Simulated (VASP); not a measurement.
# Al3Ni3N: single point with PBEsol

System: Al3Ni3N, a slab with vacuum.

```
Ni Al N
1.0
     2.86217    0.00000    0.00000
     0.00000    2.86217    0.00000
     0.00000    0.00000   26.15541
Ni Al N
3 3 1
Cartesian
  1.4311 1.4311 8.5000
  1.4311 1.4311 11.3622
  1.4311 1.4311 14.2837
  0.0000 0.0000 9.9311
  0.0000 0.0000 12.7964
  0.0000 0.0000 15.6270
  0.0000 0.9541 17.1235
```

```
Program             : VASP 6.6.1
Task                : single point
Functional          : PBEsol
Potentials or basis : VASP PAW PBE potentials, release 64 (Ni, Al, N)
Cutoff              : 520 eV
k mesh              : 10 × 10 × 1
Occupations         : fermi-dirac, width 0.1 eV
Spin                : no spin polarisation
```

- Largest force: 2.085 eV/Å
- Band gap on the k mesh: zero (bands 22 and 23 overlap by 0.63 eV)

Forces on the atoms (eV/Å):
```
Ni   0.000  0.001  0.729
Ni   0.000 -0.018  0.331
Ni   0.000  0.060 -1.024
Al   0.000 -0.001 -1.001
Al   0.000 -0.029  0.035
Al   0.000 -1.872  0.917
N    0.000  1.857  0.013
```

Levels at points of the mesh, in eV from the Fermi level:
| k point | band 18 | band 19 | band 20 | band 21 | band 22 | band 23 | band 24 | band 25 | band 26 | band 27 |
| --- | --- | --- | --- | --- | --- | --- | --- | --- | --- | --- |
| (0.00, 0.00, 0.00) | -0.90 | -0.83 | -0.64 | -0.56 | 0.38 | 0.74 | 0.85 | 3.04 | 4.79 | 5.82 |
| (0.50, 0.00, 0.00) | -1.10 | -0.88 | -0.79 | -0.75 | -0.74 | -0.24 | -0.10 | 0.78 | 2.21 | 3.55 |
| (0.00, 0.50, 0.00) | -1.10 | -0.93 | -0.79 | -0.75 | -0.72 | -0.22 | 0.66 | 1.19 | 2.31 | 3.20 |
| (0.50, 0.50, 0.00) | -1.04 | -0.82 | -0.47 | -0.19 | 0.12 | 0.63 | 1.61 | 2.09 | 2.43 | 2.57 |

Wall time 12 min on 1 thread of Intel(R) Xeon(R) 6975P-C (Granite Rapids) (shared host), peak memory 0.44 GiB.

Caveat: the PAW data sets were made with another functional, which shifts forces and pressure a little; the run has no spin polarisation, though such a crystal can be magnetic. Spin polarisation is off, so any magnetic state and its effect on volume and gap are missing.
